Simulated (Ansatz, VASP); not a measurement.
## Two plane-wave programs on MgO

File POSCAR:

```
MgO
1.0
    0.0000000000      2.1547216012      2.1547216012
    2.1547216012      0.0000000000      2.1547216012
    2.1547216012      2.1547216012      0.0000000000
Mg O
1 1
Direct
    0.0000000000      0.0000000000      0.0000000000
    0.5000000000      0.5000000000      0.5000000000
```

File INCAR.step1:

```
PREC = Accurate
ENCUT = 660
ISMEAR = 0
SIGMA = 0.01
LREAL = False
LASPH = True
NELM = 120
NBANDS = 15
GGA = PE
ALGO = Normal
EDIFF = 1E-5
LWAVE = True
LCHARG = False
GGA_COMPAT = False
```

File INCAR.step2:

```
PREC = Accurate
ENCUT = 660
EDIFF = 1E-6
ISMEAR = 0
SIGMA = 0.01
LREAL = False
LASPH = True
NELM = 120
ALGO = Normal
ISIF = 2
LWAVE = False
LCHARG = False
METAGGA = R2SCAN
LMIXTAU = True
NBANDS = 15
ISTART = 1
GGA_COMPAT = False
```

KPOINTS

```
regular mesh
0
Gamma
  10 10 10
```

Input for Ansatz:

```yaml
crystal:
  lattice:
    - [0.0, 2.1547216012, 2.1547216012]
    - [2.1547216012, 0.0, 2.1547216012]
    - [2.1547216012, 2.1547216012, 0.0]
  atoms:
    - { symbol: Mg, position: [0.0, 0.0, 0.0] }
    - { symbol: O, position: [0.5, 0.5, 0.5] }
kpoints:
  mp_grid: { grid: [10, 10, 10] }
  band_path:
    path:
      - [0.0, 0.0, 0.0]
      - [0.5, 0.0, 0.5]
      - [0.625, 0.25, 0.625]
      - [0.375, 0.375, 0.75]
      - [0.5, 0.5, 0.5]
      - [0.5, 0.25, 0.75]
    npoints: 1
hamiltonian:
  xc: r2scan
scf:
  occupations: { method: fixed }
  n_extra_bands: 4
output:
  forces: true
  stress: true
  eigenvalues: true
```

Change from the starting cell: hydrostatic strain +2.5%.

Alike in both runs: task single point; functional r2SCAN; k mesh 10 × 10 × 10; no spin polarisation.

```csv
,VASP,Ansatz
version,VASP 6.6.1,Ansatz 0.2.0
potentials or method,"VASP PAW PBE potentials, release 64 (Mg_sv, O)","plane waves, PAW"
plane-wave cutoff (eV),660,500
occupations,"gaussian, width 0.01 eV",fixed
valence electrons in the cell,16,16
```

Ansatz gave:

* gap on the k mesh at the Fermi level (eV): 4.96
* pressure (GPa): -10.6

Task: Which values does VASP return?

Result: gap on the k mesh at the Fermi level (eV): 5.00; pressure (GPa): -10.9.

VASP's potentials were made for PBE, not for r2SCAN.
